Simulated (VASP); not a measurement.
Write the native input for VASP 6.6.1 that does the following.

| Item | Value |
| --- | --- |
| Task | single point |
| Functional | LDA |
| Potentials or basis | VASP PAW LDA potentials, release 64 (Al, Ir) |
| Cutoff | 520 eV |
| k mesh | 11 × 11 × 11 |
| Occupations | fermi-dirac, width 0.03 eV |
| Spin | collinear spin, zero start |
| Starting moments | [0.0, 0.0] μB |
| Fixed moment | 0 μB |
| Dipole correction | no |
| Further INCAR settings | ALGO = Normal; EDIFF = 1e-07; NBANDS = 17 |

The structure of AlIr lies in POSCAR:

```
AlIr
1.0
    2.9945548500      0.0000000000      0.0000000000
    0.0000000000      2.9945548500      0.0000000000
    0.0000000000      0.0000000000      2.9945548500
Al Ir
1 1
Direct
    0.0000000000      0.0000000000      0.0000000000
    0.5000000000      0.5000000000      0.5000000000
```

One way to write it, as run:

INCAR

```
SYSTEM = AlIr
  PREC = Accurate
  ENCUT = 520
  EDIFF = 1E-7
  ISMEAR = -1
  SIGMA = 0.03
  LREAL = .False.
  LASPH = .True.
  NELM = 150
  ALGO = Normal
  ISIF = 2
  LWAVE = .False.
  LCHARG = .False.
  ISPIN = 2
  MAGMOM = 0 0
  LORBIT = 11
  NUPDOWN = 0.0
  LMAXMIX = 4
  NBANDS = 17
```

KPOINTS

```
Automatic mesh
0
Gamma
  11 11 11
  0 0 0
```

Potentials or basis: VASP PAW LDA potentials, release 64 (Al, Ir).

Run with:

```sh
$ cat potpaw_LDA.64/Al/POTCAR potpaw_LDA.64/Ir/POTCAR > POTCAR
$ mpirun -np 1 vasp_std > vasp.out
```

It gave:

The pressure is -5.2 GPa, the net moment is 0.00 μB per cell and the valence electrons inside the program's atomic spheres are Al 0.79; Ir 8.59.

Caveat: the cell stands under tension; the total moment is fixed, so each spin has its own Fermi level.

Run time: 26 s on 1 thread of Intel Xeon 8259CL, on a shared host, peak memory 0.16 GiB.
